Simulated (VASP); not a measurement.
## Te: single point with r2SCAN

The system is Te.

```
Te
1.0
     4.11738   -2.11273    0.00000
     4.11738    2.11273    0.00000
     0.00000    0.00000    8.42916
Te
4
Direct
  0.74901 0.25099 0.12525
  0.75099 0.24901 0.62525
  0.25099 0.74901 0.87475
  0.24901 0.75099 0.37475
```

```yaml
Program: VASP 6.6.1
Task: single point
Functional: r2SCAN
Potentials_or_basis: VASP PAW PBE potentials, release 64 (Te)
Cutoff: 520 eV
k_mesh: 4 × 4 × 2
Occupations: gaussian, width 0.1 eV
Spin: no spin polarisation
```

```
Pressure               : 0.1 GPa
Largest force          : 0.025 eV/Å
Band gap on the k mesh : zero (band 12 reaches 5.17 eV, above the bottom of band 13 at 3.76 eV)
```

Forces in eV/Å, atoms in the order of the input:
```
Te   0.000 -0.022 -0.013
Te   0.000  0.022 -0.013
Te   0.000  0.022  0.013
Te   0.000 -0.022  0.013
```

Stress tensor (GPa, compression positive):
```
-0.15  0.00  0.00
 0.00  0.18  0.00
 0.00  0.00  0.16
```

Levels at points of the mesh, in eV from the Fermi level:
| k point | band 8 | band 9 | band 10 | band 11 | band 12 | band 13 | band 14 | band 15 | band 16 | band 17 |
| --- | --- | --- | --- | --- | --- | --- | --- | --- | --- | --- |
| (0.00, 0.00, 0.00) | -1.34 | -1.30 | -0.52 | -0.51 | -0.43 | -0.43 | 1.24 | 3.66 | 3.83 | 3.85 |
| (0.50, 0.00, 0.00) | -1.57 | -1.43 | -1.43 | -0.97 | -0.97 | -0.48 | -0.48 | 4.70 | 4.70 | 5.88 |
| (0.50, 0.50, 0.00) | -2.33 | -2.31 | -1.58 | -1.54 | -0.67 | -0.66 | 1.25 | 3.61 | 3.63 | 3.67 |
| (0.00, 0.00, 0.50) | -2.61 | -1.69 | -1.69 | 0.75 | 0.75 | 1.51 | 1.51 | 2.11 | 2.11 | 4.68 |
| (0.50, 0.00, 0.50) | -4.46 | -1.28 | -1.28 | -1.26 | -1.26 | 3.27 | 3.27 | 3.30 | 3.30 | 5.89 |
| (0.50, 0.50, 0.50) | -3.41 | -2.65 | -2.65 | -0.17 | -0.17 | 1.27 | 1.27 | 1.84 | 1.84 | 5.59 |

Run time: 110 s on 1 thread of AMD EPYC 9R45 96-Core Processor (Zen 5), on a shared host, peak memory 0.27 GiB.

Caveat: the k points lie up to 0.42 Å⁻¹ apart; the PAW data sets were made with another functional, which shifts forces and pressure a little; spin-orbit coupling is left out, which moves the levels of the heavy elements.
